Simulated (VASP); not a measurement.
A run of VASP 6.6.1 is set up as follows.

The input INCAR:

```
SYSTEM = F
PREC = Accurate ; ENCUT = 520
EDIFF = 1E-6 ; ISMEAR = 0
SIGMA = 0.05 ; LREAL = .False.
LASPH = .True. ; NELM = 100
ALGO = Normal ; ISIF = 2
LWAVE = .False. ; LCHARG = .False.
GGA = PS ; NBANDS = 22
```

File KPOINTS:

```
regular mesh
0
Gamma
  4 4 2
  0 0 0
```

Contents of POSCAR:

```
F
1.0
    2.9625350767     -1.8447133723     -0.2284962625
    2.9625350767      1.8447133723     -0.2284962625
   -2.1850844018      0.0000000000      7.3699594290
F
4
Direct
    0.0848459664      0.0848459664      0.0940038325
    0.9151540336      0.9151540336      0.9059961675
    0.5015719855      0.5015719855      0.5937195244
    0.4984280145      0.4984280145      0.4062804756
```

Potentials or basis: VASP PAW PBE potentials, release 64 (F).

Command:

```sh
$ cat potpaw_PBE.64/F/POTCAR > POTCAR
$ mpirun -np 1 vasp_std > vasp.out
```

Predict the largest force.

0.796 eV/Å.

Predict the pressure.

-2.1 GPa.

Predict the band gap on the k mesh.

2.61 eV, indirect (least direct gap 2.67 eV).

Forces in eV/Å, atoms in the order of the input:
```
F   -0.331  0.000 -0.706
F    0.331  0.000  0.706
F    0.216  0.000 -0.766
F   -0.216  0.000  0.766
```

Caveat: the k points lie up to 0.51 Å⁻¹ apart; the PAW data sets were made with another functional, which shifts forces and pressure a little. Expect the measured gap to be larger: semilocal functionals such as PBEsol lack the derivative discontinuity.
